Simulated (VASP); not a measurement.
Wanted: the native input for a VASP 6.6.1 run.

```
Task                   : electric field gradients
Functional             : LDA
Potentials or basis    : VASP PAW LDA potentials, release 64 (Ga_d)
Cutoff                 : 520 eV
k mesh                 : 12 × 12 × 10
Occupations            : fermi-dirac, width 0.08 eV
Spin                   : no spin polarisation
Dipole correction      : no
Further INCAR settings : ALGO = Normal; EDIFF = 1e-08; NBANDS = 20
```

The structure of Ga lies in POSCAR:

```
Ga
1.0
    1.4065000000     -3.9430500000      0.0000000000
    1.4065000000      3.9430500000      0.0000000000
    0.0000000000      0.0000000000      3.1700000000
Ga
2
Direct
    0.8670000000      0.1330000000      0.2500000000
    0.1330000000      0.8670000000      0.7500000000
```

This cell differs from its parent crystal: equal xx and yy strain of -3 %.

One way to write it, as run:

INCAR

```
SYSTEM = Ga
  PREC = Accurate
  ENCUT = 520
  EDIFF = 1E-8
  ISMEAR = -1
  SIGMA = 0.08
  LREAL = .False.
  LASPH = .True.
  NELM = 60
  ALGO = Normal
  ISIF = 2
  LWAVE = .False.
  LCHARG = .False.
  GGA = CA
  LEFG = .True.
  NBANDS = 20
```

KPOINTS

```
regular mesh
0
Gamma
  12 12 10
  0 0 0
```

Potentials or basis: VASP PAW LDA potentials, release 64 (Ga_d).

Run with:

```bash
$ cat potpaw_LDA.64/Ga_d/POTCAR > POTCAR
$ mpirun -np 1 vasp_std > vasp.out
```

Results of the run:

- Pressure: -0.8 GPa
- Largest force: 0.199 eV/Å
- Band gap on the k mesh: zero (bands 13 and 14 overlap by 9.33 eV)
- Largest electric field gradient by atom: Ga -28.4 V/Å²

Caveat: the cell differs from its parent crystal (equal xx and yy strain of -3 %); without QUAD_EFG the Cq values of the log hold for a quadrupole moment of 1 mb, not for the nuclei.

Run time: 74 s on 1 thread of Intel(R) Xeon(R) Platinum 8488C (Sapphire Rapids) (shared host), peak memory 0.25 GiB.
